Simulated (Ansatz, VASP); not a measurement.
# BAs: VASP beside Ansatz

```
B As
1.0
     3.36212    0.00000    0.00000
    -1.68106    2.91168    0.00000
     0.00000    0.00000   23.80000
B As
1 1
Direct
  0.33333 0.66667 0.29412
  0.66667 0.33333 0.29412
```

Alike in both runs: functional r2SCAN; dispersion rVV10; k mesh 12 × 12 × 1; occupations gaussian, width 0.03 eV; no spin polarisation.

Ansatz relaxed the structure, and its values are those at the end. VASP's run is a single point on that final structure, the one shown.

|  | VASP | Ansatz |
| --- | --- | --- |
| version | VASP 6.6.1 | Ansatz 0.2.0 |
| potentials or method | VASP PAW PBE potentials, release 64 (B, As), cutoff 460 eV | scalar-relativistic, plane waves, PAW |
| valence electrons in the cell | 8 | 18 |

```csv
,VASP,Ansatz,Ansatz less VASP
gap on the k mesh at the Fermi level (eV),0.97,0.97,0.000
least direct gap on the mesh (eV),0.97,0.97,0.000
```

VASP's potentials were made for PBE, not for r2SCAN. VASP's potentials hold 8 valence electrons a cell and Ansatz's 18, so a difference there can come from the potentials and not from the codes. Ansatz's warnings: slab cell height set, structure snapped to symmetry.
